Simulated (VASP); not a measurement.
Input of a VASP 6.6.1 run:

The input INCAR:

```
PREC = Accurate ; ENCUT = 520
EDIFF = 1E-7 ; ISMEAR = -1
SIGMA = 0.1 ; LREAL = False
LASPH = True ; NELM = 60
ALGO = Normal ; ISIF = 2
LWAVE = False ; LCHARG = True
GGA = PS ; LELF = True
LVHAR = True ; NBANDS = 11
```

The input KPOINTS:

```
regular mesh
0
Gamma
  17 17 17
```

POSCAR

```
Hf
1.0
   -1.5458076098      1.5458076098      1.5458076098
    1.5458076098     -1.5458076098      1.5458076098
    1.5458076098      1.5458076098     -1.5458076098
Hf
1
Direct
    0.0000000000      0.0000000000      0.0000000000
```

Potentials or basis: VASP PAW PBE potentials, release 64 (Hf_pv).

Command:

```sh
$ cat potpaw_PBE.64/Hf_pv/POTCAR > POTCAR
$ mpirun -np 1 vasp_std > vasp.out
```

Problem. Estimate the pressure.

Solution. 70.6 GPa.

Problem. What does it give for the band gap on the k mesh?

Solution. Zero (band 5 reaches 9.26 eV, above the bottom of band 6 at 6.39 eV).

Caveat: the PAW data sets were made with another functional, which shifts forces and pressure a little; spin-orbit coupling is left out, which moves the levels of the heavy elements.
